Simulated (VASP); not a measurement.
# BaHfO3 (Pm-3m) in VASP: a series of runs

Runs on BaHfO3. Level: PBE. Tasks: single point, relaxation of cell and atoms.

Everything below comes from runs of VASP 6.6.1. Logs are shortened: lines on timing, memory, paths and dates and some standing lists are left out, and cuts for length are marked.

**1. The cell of the first run**

The structure is cubic, space group Pm-3m (No. 221). Conventional cell: a = 4.206 Å, b = 4.206 Å, c = 4.206 Å, α = 90.00°, β = 90.00°, γ = 90.00°. Within 3.9 Å of Ba (site symmetry m-3m) lie 12 O at 2.97 Å and 8 Hf at 3.64 Å. Hf (site symmetry m-3m) has 6 O at 2.10 Å within 2.8 Å. O (site symmetry 4/mmm) has 2 Hf at 2.10 Å within 2.8 Å.

**2. Single point, PBE**

The input, INCAR:

```
PREC = Accurate ; ENCUT = 520
EDIFF = 1E-6 ; ISMEAR = 0
SIGMA = 0.1 ; LREAL = False
LASPH = True ; NELM = 80
ALGO = Normal ; ISIF = 2
LWAVE = False ; LCHARG = False
GGA = PE ; NBANDS = 27
```

The input, KPOINTS:

```
regular mesh
0
Gamma
  6 6 6
```

The input, POSCAR:

```
BaHfO3
1.0
    4.2058149038      0.0000000000      0.0000000000
    0.0000000000      4.2058149038      0.0000000000
    0.0000000000      0.0000000000      4.2058149038
Ba Hf O
1 1 3
Direct
    0.5000000000      0.5000000000      0.5000000000
    0.0000000000      0.0000000000      0.0000000000
    0.5000000000      0.0000000000      0.0000000000
    0.0000000000      0.5000000000      0.0000000000
    0.0000000000      0.0000000000      0.5000000000
```

Potentials or basis: VASP PAW PBE potentials, release 64 (Ba_sv, Hf_pv, O).

Started as:

```bash
> cat potpaw_PBE.64/Ba_sv/POTCAR potpaw_PBE.64/Hf_pv/POTCAR potpaw_PBE.64/O/POTCAR > POTCAR
> mpirun -np 1 vasp_std > vasp.out
```

OUTCAR:

```text
PREC = Accurate
   ENCUT = 520
   EDIFF = 1E-6
   ISMEAR = 0
   LREAL = False
   LASPH = True
   NELM = 80
   ISIF = 2
   GGA = PE

 ion  position               nearest neighbor table
   1  0.500  0.500  0.500-   3 2.97   4 2.97   5 2.97   3 2.97   4 2.97   3 2.97   5 2.97   3 2.97
                             4 2.97   5 2.97   4 2.97   5 2.97   2 3.64   2 3.64   2 3.64   2 3.64
   2  0.000  0.000  0.000-   3 2.10   4 2.10   5 2.10   5 2.10   4 2.10   3 2.10   1 3.64   1 3.64
                             1 3.64   1 3.64   1 3.64   1 3.64   1 3.64   1 3.64
   3  0.500  0.000  0.000-   2 2.10   2 2.10   1 2.97   1 2.97   1 2.97   1 2.97
   4  0.000  0.500  0.000-   2 2.10   2 2.10   1 2.97   1 2.97   1 2.97   1 2.97
   5  0.000  0.000  0.500-   2 2.10   2 2.10   1 2.97   1 2.97   1 2.97   1 2.97

  LATTYP: Found a simple cubic cell.
 ALAT       =     4.2058149038

  Lattice vectors:

 A1 = (   4.2058149038,   0.0000000000,   0.0000000000)
 A2 = (   0.0000000000,   4.2058149038,   0.0000000000)
 A3 = (   0.0000000000,   0.0000000000,   4.2058149038)

Analysis of symmetry for initial positions (statically):
=====================================================================
 Subroutine PRICEL returns:
 Original cell was already a primitive cell.

 Routine SETGRP: Setting up the symmetry group for a
 simple cubic supercell.

 Subroutine GETGRP returns: Found 48 space group operations
 (whereof 48 operations were pure point group operations)
 out of a pool of 48 trial point group operations.

The static configuration has the point symmetry O_h .

Analysis of symmetry for dynamics (positions and initial velocities):
=====================================================================
 Subroutine PRICEL returns:
 Original cell was already a primitive cell.

 Routine SETGRP: Setting up the symmetry group for a
 simple cubic supercell.

 Subroutine GETGRP returns: Found 48 space group operations
 (whereof 48 operations were pure point group operations)
 out of a pool of 48 trial point group operations.

The dynamic configuration has the point symmetry O_h .

 Subroutine INISYM returns: Found 48 space group operations
 (whereof 48 operations are pure point group operations),
 and found     1 'primitive' translations

----------------------------------------------------------------------------------------

                                     Primitive cell

  volume of cell :      74.3962

  direct lattice vectors                    reciprocal lattice vectors
     4.205814904  0.000000000  0.000000000     0.237766051  0.000000000  0.000000000
     0.000000000  4.205814904  0.000000000     0.000000000  0.237766051  0.000000000
     0.000000000  0.000000000  4.205814904     0.000000000  0.000000000  0.237766051

  length of vectors
     4.205814904  4.205814904  4.205814904     0.237766051  0.237766051  0.237766051

  position of ions in fractional coordinates (direct lattice)
     0.500000000  0.500000000  0.500000000
     0.000000000  0.000000000  0.000000000
     0.500000000  0.000000000  0.000000000
     0.000000000  0.500000000  0.000000000
     0.000000000  0.000000000  0.500000000

  ion indices of the primitive-cell ions
   primitive index   ion index
                 1           1
                 2           2
                 3           3
                 4           4
                 5           5

----------------------------------------------------------------------------------------

 KPOINTS: regular mesh

Automatic generation of k-mesh.
 Grid dimensions read from file:
 generate k-points for:    6    6    6

 Generating k-lattice:

  Cartesian coordinates                     Fractional coordinates (reciprocal lattice)
     0.039627675  0.000000000  0.000000000     0.166666667  0.000000000  0.000000000
     0.000000000  0.039627675  0.000000000     0.000000000  0.166666667  0.000000000
     0.000000000  0.000000000  0.039627675     0.000000000  0.000000000  0.166666667

  Length of vectors
     0.039627675  0.039627675  0.039627675

  Shift w.r.t. Gamma in fractional coordinates (k-lattice)
     0.000000000  0.000000000  0.000000000

 Subroutine IBZKPT returns following result:
 ===========================================

 Found     20 irreducible k-points:

 Following reciprocal coordinates:
            Coordinates               Weight
  0.000000  0.000000  0.000000      1.000000
  0.166667  0.000000  0.000000      6.000000
  0.333333  0.000000  0.000000      6.000000
  0.500000  0.000000  0.000000      3.000000
  0.166667  0.166667  0.000000     12.000000
  0.333333  0.166667  0.000000     24.000000
[... 12 lines left out ...]
  0.500000  0.500000  0.333333      6.000000
  0.500000  0.500000  0.500000      1.000000
   k-points           NKPTS =     20   k-points in BZ     NKDIM =     20   number of bands    NBANDS=     27
   number of dos      NEDOS =    301   number of ions     NIONS =      5
   total plane-waves  NPLWV =  32768
   dimension x,y,z NGX =    32 NGY =   32 NGZ =   32
   dimension x,y,z NGXF=    64 NGYF=   64 NGZF=   64
   ions per type =               1   1   3
   NGX,Y,Z   is equivalent  to a cutoff of  12.65, 12.65, 12.65 a.u.
   NGXF,Y,Z  is equivalent  to a cutoff of  25.30, 25.30, 25.30 a.u.
 SYSTEM =  unknown system
   PREC   = accura    normal or accurate (medium, high low for compatibility)
   ISTART =      0    job   : 0-new  1-cont  2-samecut
   ICHARG =      2    charge: 1-file 2-atom 10-const
   ISPIN  =      1    spin polarized calculation?
   LNONCOLLINEAR =      F non collinear calculations
   LSORBIT =      F    spin-orbit coupling
   LASPH  =      T    aspherical Exc in radial PAW
   ENCUT  =  520.0 eV  38.22 Ry    6.18 a.u.   7.82  7.82  7.82*2*pi/ulx,y,z
   NELM   =     80;   NELMIN=  2; NELMDL= -5     # of ELM steps
   EDIFF  = 0.1E-05   stopping-criterion for ELM
   LREAL  =      F    real-space projection
   EDIFFG = 0.1E-04   stopping-criterion for IOM
   NSW    =      0    number of steps for IOM
   IBRION =     -1    ionic relax: 0-MD 1-quasi-New 2-CG
   NFREE  =      0    steps in history (QN), initial steepest desc. (CG)
   ISIF   =      2    stress and relaxation
   ISYM   =      2    0-nonsym 1-usesym 2-fastsym
   POTIM  = 0.5000    time-step for ionic-motion
   TEBEG  =    0.0;   TEEND  =   0.0 temperature during run
   PSTRESS=    0.0 pullay stress
   NELECT =      38.0000    total number of electrons
   NUPDOWN=      -1.0000    fix difference up-down
   EMIN   =  10.00;   EMAX   =-10.00  energy-range for DOS
   EFERMI =   0.00;   METHOD = LEGACY
   ISMEAR =     0;   SIGMA  =   0.10  broadening in eV -4-tet -1-fermi 0-gaus
   EFERMI_NEDOS =   21; number of points for ismear=-14 and -15
   IALGO  =     38    algorithm
   IMIX   =      4    mixing-type and parameters
     AMIX     =   0.40;   BMIX     =  1.00
     AMIX_MAG =   1.60;   BMIX_MAG =  1.00
  volume/ion in A,a.u.               =      14.88       100.41
  Fermi-wavevector in a.u.,A,eV,Ry     =   1.308637  2.472965 23.300397  1.712531
  Thomas-Fermi vector in A             =   2.439290
   LORBIT       =      0    0 simple, 1 ext, 2 COOP (PROOUT), +10 PAW based schemes
   GGA     = PE    functional components
   LHFCALC =     F    Hartree Fock is set to
   AEXX    =    0.0000 exact exchange contribution
   IVDW    =     0    specifies the selected vdW correction
   LEPSILON=     F    determine dielectric tensor
   LRPA    =     F    only Hartree local field effects (RPA)
 non-spin polarized calculation
 Gauss-broadening in eV      SIGMA  =   0.10
  energy-cutoff  :      520.00
  volume of cell :       74.40
 maximum number of plane-waves:      2016
 NGX is ok and might be reduce to    32
   NGX = 15   NGY = 15   NGZ = 15

 number of electron      37.9999990 magnetization

 Free energy of the ion-electron system (eV)
  ---------------------------------------------------
  ext. energy  EPLUGINS =         0.00000000
  ---------------------------------------------------
  free energy    TOTEN  =       -43.55812747 eV

  energy without entropy =      -43.55812747  energy(sigma->0) =      -43.55812747

 E-fermi :   2.8532     XC(G=0): -10.7196

 val. band max:        2.3214755188   @ k =   0.5000   0.5000   0.5000
 cond. band min:       5.8569746446   @ k =   0.0000   0.0000   0.0000
 fundamental gap:      3.5354991258
 Fermi energy:         2.8532165241

 k-point     1 :       0.0000    0.0000    0.0000
  band No.  band energies     occupation
      1     -26.5887      2.00000
      2     -26.5887      2.00000
      3     -26.5887      2.00000
      4     -23.0012      2.00000
      5     -14.3004      2.00000
      6     -13.7645      2.00000
[... 19 lines left out ...]
     26      10.5733      0.00000
     27      10.5758      0.00000

 k-point     2 :       0.1667    0.0000    0.0000
  band No.  band energies     occupation
      1     -26.6186      2.00000
      2     -26.5878      2.00000
      3     -26.5878      2.00000
      4     -22.9851      2.00000
      5     -14.2816      2.00000
      6     -13.7589      2.00000
[... 19 lines left out ...]
     26      10.5743      0.00000
     27      10.6345      0.00000

 k-point     3 :       0.3333    0.0000    0.0000
  band No.  band energies     occupation
      1     -26.6773      2.00000
      2     -26.5860      2.00000
      3     -26.5860      2.00000
      4     -22.9531      2.00000
      5     -14.3350      2.00000
      6     -13.7474      2.00000
[... 19 lines left out ...]
     26       9.9730      0.00000
     27      10.5629      0.00000

 k-point     4 :       0.5000    0.0000    0.0000
  band No.  band energies     occupation
      1     -26.7061      2.00000
      2     -26.5851      2.00000
      3     -26.5851      2.00000
      4     -22.9370      2.00000
      5     -14.3799      2.00000
      6     -13.7414      2.00000
[... 19 lines left out ...]
     26      10.5656      0.00000
     27      10.7883      0.00000
[... 396 lines left out ...]
      4     -22.8913      2.00000
      5     -13.4685      2.00000
      6     -13.2812      2.00000
[... 19 lines left out ...]
     26      10.5837      0.00000
     27      11.2260      0.00000

 k-point    19 :       0.5000    0.5000    0.3333
  band No.  band energies     occupation
      1     -26.6943      2.00000
      2     -26.6943      2.00000
      3     -26.6658      2.00000
      4     -22.8831      2.00000
      5     -13.3487      2.00000
      6     -13.1435      2.00000
[... 19 lines left out ...]
     26      10.8252      0.00000
     27      11.5440      0.00000

 k-point    20 :       0.5000    0.5000    0.5000
  band No.  band energies     occupation
      1     -26.6932      2.00000
      2     -26.6932      2.00000
      3     -26.6932      2.00000
      4     -22.8744      2.00000
      5     -13.1146      2.00000
      6     -13.1146      2.00000
[... 19 lines left out ...]
     26      11.4247      0.00000
     27      11.4247      0.00000

------------------------ aborting loop because EDIFF is reached ----------------------------------------

  FORCE on cell =-STRESS in cart. coord.  units (eV):
  Direction    XX          YY          ZZ          XY          YZ          ZX
  --------------------------------------------------------------------------------------
  -------------------------------------------------------------------------------------
  Total       -0.2428830     -0.2428830     -0.2428830     -0.0000000      0.0000000      0.0000000
  in kB       -5.2306691     -5.2306691     -5.2306691     -0.0000000      0.0000000      0.0000000
  external PRESSURE =      -5.2306691 kB  Pullay stress =       0.0000000 kB

 VOLUME and BASIS-vectors are now :
 -----------------------------------------------------------------------------
  energy-cutoff  :      520.00
  volume of cell :       74.40
      direct lattice vectors                 reciprocal lattice vectors
     4.205814904  0.000000000  0.000000000     0.237766051  0.000000000  0.000000000
     0.000000000  4.205814904  0.000000000     0.000000000  0.237766051  0.000000000
     0.000000000  0.000000000  4.205814904     0.000000000  0.000000000  0.237766051

 POSITION                                       TOTAL-FORCE (eV/Angst)
 -----------------------------------------------------------------------------------
      2.10291      2.10291      2.10291         0.000000      0.000000      0.000000
      0.00000      0.00000      0.00000         0.000000      0.000000      0.000000
      2.10291      0.00000      0.00000         0.000000      0.000000      0.000000
      0.00000      2.10291      0.00000         0.000000      0.000000      0.000000
      0.00000      0.00000      2.10291         0.000000      0.000000      0.000000
 -----------------------------------------------------------------------------------
    total drift:                                0.000000      0.000000     -0.000000

  FREE ENERGIE OF THE ION-ELECTRON SYSTEM (eV)
  ---------------------------------------------------
  free  energy   TOTEN  =       -43.5581274678 eV

  energy  without entropy=      -43.5581274678  energy(sigma->0) =      -43.55812747
```

Run time: 35 s. Hardware: 1 thread of Intel Xeon 8259CL, shared host; peak memory 0.2 GiB.

Results:

- Free energy: -43.5581 eV
- Pressure: -0.5 GPa
- Band gap on the k mesh: 3.54 eV (least direct gap 3.78 eV)

Caveat: spin-orbit coupling is left out, which moves the levels of the heavy elements.

**3. Relaxation of cell and atoms, PBE**

This run uses another cell than the first one, of 13.76 Å³/atom.

The input, INCAR:

```
SYSTEM = BaHfO3
  ALGO = Normal
  EDIFF = 1E-7
  EDIFFG = -0.05
  ENCUT = 600
  GGA = PE
  IBRION = 2
  ISIF = 3
  ISMEAR = 0
  LASPH = .True.
  LCHARG = .False.
  LREAL = .False.
  LWAVE = .False.
  NELM = 60
  NSW = 80
  PREC = Accurate
  SIGMA = 0.1
```

The input, KPOINTS:

```
k-points
0
Gamma
  6 6 6
  0 0 0
```

POSCAR: that of step 2 with these lines changed.

```diff
@@ -2,5 +2,5 @@
 1.0
-    4.2058149038      0.0000000000      0.0000000000
-    0.0000000000      4.2058149038      0.0000000000
-    0.0000000000      0.0000000000      4.2058149038
+    4.0979897236      0.0000000000      0.0000000000
+    0.0000000000      4.0979897236      0.0000000000
+    0.0000000000      0.0000000000      4.0979897236
 Ba Hf O
```

Potentials or basis: VASP PAW PBE potentials, release 64 (Ba_sv, Hf_pv, O).

Started as:

```bash
> cat potpaw_PBE.64/Ba_sv/POTCAR potpaw_PBE.64/Hf_pv/POTCAR potpaw_PBE.64/O/POTCAR > POTCAR
> mpirun -np 1 vasp_std > vasp.out
```

Run time: 2.2 min. Hardware: 1 thread of Intel Xeon 8259CL, shared host; peak memory 0.24 GiB.

Results (log left out):

```yaml
Free_energy: -43.5572 eV
Relaxed_volume: 14.84 Å³/atom
Relaxed_cell: a = 4.202 Å, b = 4.202 Å, c = 4.202 Å, α = 90.00°, β = 90.00°, γ = 90.00°
Space_group_after_relaxing_to_0.1_Å: Pm-3m (No. 221)
Energy_gained_by_relaxing: 42.6 meV/atom
Ionic_steps: 3
Pressure_after_relaxing: -0.2 GPa
Band_gap_on_the_k_mesh: 3.54 eV (least direct gap 3.78 eV)
```

Step by step:
```
step  energy change (eV)  largest force (eV/Å)  pressure (GPa)  volume (Å³)
   1              0.0000                0.0000           13.81        68.82
   2              0.0801                0.0000          -11.95        81.33
   3             -0.2129                0.0000           -0.23        74.22
```

Final structure:
```cif
data_structure
_symmetry_space_group_name_H-M 'P 1'
_symmetry_Int_Tables_number 1
_cell_length_a 4.2024
_cell_length_b 4.2024
_cell_length_c 4.2024
_cell_angle_alpha 90.000
_cell_angle_beta 90.000
_cell_angle_gamma 90.000
_cell_volume 74.22
loop_
_atom_site_label
_atom_site_type_symbol
_atom_site_fract_x
_atom_site_fract_y
_atom_site_fract_z
_atom_site_occupancy
Ba1 Ba 0.50000 0.50000 0.50000 1
Hf1 Hf 0.00000 0.00000 0.00000 1
O1 O 0.50000 0.00000 0.00000 1
O2 O 0.00000 0.50000 0.00000 1
O3 O 0.00000 0.00000 0.50000 1
```

Levels at points of the mesh, in eV from the valence-band top:
```csv
k point,band 17,band 18,band 19,band 20,band 21,band 22
"(0.00, 0.00, 0.00)",-0.24,-0.24,-0.24,3.54,3.54,3.54
"(0.50, 0.00, 0.00)",-1.63,-0.55,-0.55,4.08,6.22,6.22
"(0.50, 0.50, 0.00)",-0.93,-0.93,-0.08,6.12,6.12,6.47
"(0.50, 0.50, 0.50)",0.00,0.00,0.00,5.95,5.95,5.95
```

Caveat: spin-orbit coupling is left out, which moves the levels of the heavy elements.
